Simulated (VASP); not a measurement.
Set up this calculation in VASP 6.6.1, as the native input.

```
Task                               : single point
Functional                         : HSE06
Potentials or basis                : VASP PAW PBE potentials, release 64 (Pt_sv_GW)
Cutoff                             : 430 eV
k mesh                             : 6 × 6 × 6
Occupations                        : fermi-dirac, width 0.1 eV
Spin                               : no spin polarisation
Dipole correction                  : no
Grid for exact exchange (PRECFOCK) : Normal
Further INCAR settings             : ALGO = Normal; EDIFF = 1e-06; NBANDS = 15
Share of exact exchange            : 0.25
Screening parameter                : 0.2079 1/Å
```

Crystal: Pt.

```xyz
1
Lattice="0.0000 1.9513 1.9513 1.9513 0.0000 1.9513 1.9513 1.9513 0.0000" Properties=species:S:1:pos:R:3 pbc="T T T"
Pt    0.0000    0.0000    0.0000
```

One way to write it, as run:

POSCAR

```
Pt
1.0
    0.0000000000      1.9513494314      1.9513494314
    1.9513494314      0.0000000000      1.9513494314
    1.9513494314      1.9513494314      0.0000000000
Pt
1
Direct
    0.0000000000      0.0000000000      0.0000000000
```

INCAR.step1

```
SYSTEM = Pt
PREC = Accurate
ENCUT = 430
EDIFF = 1E-5
ISMEAR = -1
SIGMA = 0.1
LREAL = .FALSE.
LASPH = .TRUE.
NELM = 120
ALGO = Normal
ISIF = 2
LWAVE = .TRUE.
LCHARG = .FALSE.
GGA = PE
NBANDS = 15
GGA_COMPAT = .FALSE.
```

INCAR.step2

```
SYSTEM = Pt
PREC = Accurate
ENCUT = 430
EDIFF = 1E-6
ISMEAR = -1
SIGMA = 0.1
LREAL = .FALSE.
LASPH = .TRUE.
NELM = 120
ALGO = Normal
ISIF = 2
LWAVE = .FALSE.
LCHARG = .FALSE.
GGA = PE
LHFCALC = .TRUE.
HFSCREEN = 0.2079
PRECFOCK = Normal
ISTART = 1
NBANDS = 15
GGA_COMPAT = .FALSE.
```

KPOINTS

```
Automatic mesh
0
G
  6 6 6
  0 0 0
```

Potentials or basis: VASP PAW PBE potentials, release 64 (Pt_sv_GW).

Command:

```console
$ cat potpaw_PBE.64/Pt_sv_GW/POTCAR > POTCAR
$ cp INCAR.step1 INCAR
$ mpirun -np 1 vasp_std > vasp.out
$ cp INCAR.step2 INCAR
$ mpirun -np 1 vasp_std > vasp.out
```

Results of the run:

```
Pressure               : 0.3 GPa
Band gap on the k mesh : zero (bands 9 and 10 overlap by 3.07 eV)
```

Caveat: the k points lie up to 0.46 Å⁻¹ apart, too coarse for converged energies and pressures of a metal; the PAW data sets were made with another functional, which shifts forces and pressure a little; spin-orbit coupling is left out, which moves the levels of the heavy elements.

It took 4.5 min on 1 thread of Intel(R) Xeon(R) 6975P-C (Granite Rapids), with other jobs on the host, peak memory 0.23 GiB.
